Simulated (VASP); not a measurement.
Input of a VASP 6.6.1 run:

Contents of INCAR:

```
PREC     = Accurate       # precision mode
ENCUT    = 600            # plane-wave cutoff, eV
EDIFF    = 1E-6           # SCF threshold, eV
ISMEAR   = 0              # smearing method
SIGMA    = 0.02           # smearing width, eV
LREAL    = F              # projectors in reciprocal space
LASPH    = T              # aspherical terms in the spheres
NELM     = 120            # most SCF steps
ALGO     = Normal         # electronic algorithm
ISIF     = 2              # what is computed and relaxed
LWAVE    = F              # write WAVECAR
LCHARG   = F              # write CHGCAR
GGA      = PS             # functional
NBANDS   = 11             # bands
GGA_COMPAT= F
```

The input KPOINTS:

```
regular mesh
0
Gamma
  4 4 4
```

File POSCAR:

```
MgS
1.0
    0.0000000000      2.6016500000      2.6016500000
    2.6016500000      0.0000000000      2.6016500000
    2.6016500000      2.6016500000      0.0000000000
Mg S
1 1
Direct
    0.0009797777     -0.0004545466     -0.0002963583
    0.4992572209      0.5003445962      0.5002246721
```

Potentials or basis: VASP PAW PBE potentials, release 64 (Mg, S).

The run is started by

```console
$ cat potpaw_PBE.64/Mg/POTCAR potpaw_PBE.64/S/POTCAR > POTCAR
$ mpirun -np 1 vasp_std > vasp.out
```

(1) What does it give for the pressure?

(2) Predict the largest force.

(3) Estimate the band gap on the k mesh.

Results:

(1) -0.7 GPa.

(2) 0.014 eV/Å.

(3) 2.68 eV, indirect (least direct gap 3.58 eV).

Caveat: the k points lie up to 0.52 Å⁻¹ apart; the PAW data sets were made with another functional, which shifts forces and pressure a little.
